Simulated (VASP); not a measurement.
GaSi3S2:

```xyz
6
Lattice="5.3840 0.0000 0.0000 -2.6920 4.6626 0.0000 0.0000 0.0000 4.5615" Properties=species:S:1:pos:R:3 pbc="T T T"
Ga    0.0000    0.0000    0.0000
Si    2.6920    0.0000    2.2808
Si   -1.3460    2.3313    2.2808
Si    1.3460    2.3313    2.2808
S     0.0000    3.1084    2.2808
S     2.6920    1.5542    2.2808
```

```yaml
Program: VASP 6.6.1
Task: relaxation of cell and atoms
Functional: PBE
Potentials_or_basis: VASP PAW PBE potentials, release 64 (Ga_d, Si, S)
Cutoff: 600 eV
k_mesh: 6 × 6 × 4
Occupations: gaussian, width 0.1 eV
Spin: no spin polarisation
```

At the start: pressure 143.6 GPa; volume 19.09 Å³/atom.

Problem. How do energy, volume and symmetry change on relaxing?

Solution. Over 21 steps the energy falls by 7415.7 meV/atom and the volume is 23.68 Å³/atom (+24.1 %); space group P6/mmm (No. 191, to 0.05 Å).

Step by step:
| step | energy change (eV) | largest force (eV/Å) | pressure (GPa) | volume (Å³) |
| --- | --- | --- | --- | --- |
| 1 | 0.0000 | 0.0000 | 143.60 | 114.51 |
| 2 | -14.7898 | 0.0000 | -18.39 | 560.60 |
| 3 | -39.1194 | 0.0000 | -3.78 | 284.04 |
| 4 | -39.3636 | 0.0000 | -3.25 | 274.38 |
| 5 | -39.7056 | 0.0000 | -0.95 | 243.67 |
| 6 | -39.7068 | 0.0000 | -1.22 | 246.72 |
| 7 | -39.8887 | 0.0000 | -1.46 | 238.15 |
| 8 | -40.5706 | 0.0000 | -2.28 | 212.73 |
| 9 | -42.5000 | 0.0000 | -3.15 | 161.88 |
| 10 | 267.0345 | 0.0000 | 1261.75 | 60.15 |
| 11 | -42.6426 | 0.0000 | -3.17 | 160.18 |
| 12 | -38.1240 | 0.0000 | 38.28 | 110.17 |
| 13 | -43.3905 | 0.0000 | -3.02 | 152.76 |
| 14 | -44.3134 | 0.0000 | 3.60 | 131.47 |
| 15 | -44.4396 | 0.0000 | 1.17 | 137.81 |
| 16 | -44.4419 | 0.0000 | 2.47 | 135.63 |
| 17 | -44.2864 | 0.0000 | -4.12 | 156.99 |
| 18 | -44.4924 | 0.0000 | -0.19 | 142.27 |
| 19 | -44.4925 | 0.0000 | -0.09 | 142.00 |
| 20 | -44.4687 | 0.0000 | 0.46 | 142.44 |
| 21 | -44.4944 | 0.0000 | 0.00 | 142.10 |

Final structure:
```
Ga Si S
1.0
     8.11439    0.00000    0.00000
    -4.05720    7.02727    0.00000
     0.00000    0.00000    2.49197
Ga Si S
1 3 2
Direct
  0.00000 0.00000 0.00000
  0.50000 0.00000 0.50000
  0.00000 0.50000 0.50000
  0.50000 0.50000 0.50000
  0.33333 0.66667 0.50000
  0.66667 0.33333 0.50000
```

Caveat: the volume moved by over 15 % at a fixed basis, so the end points are rough.
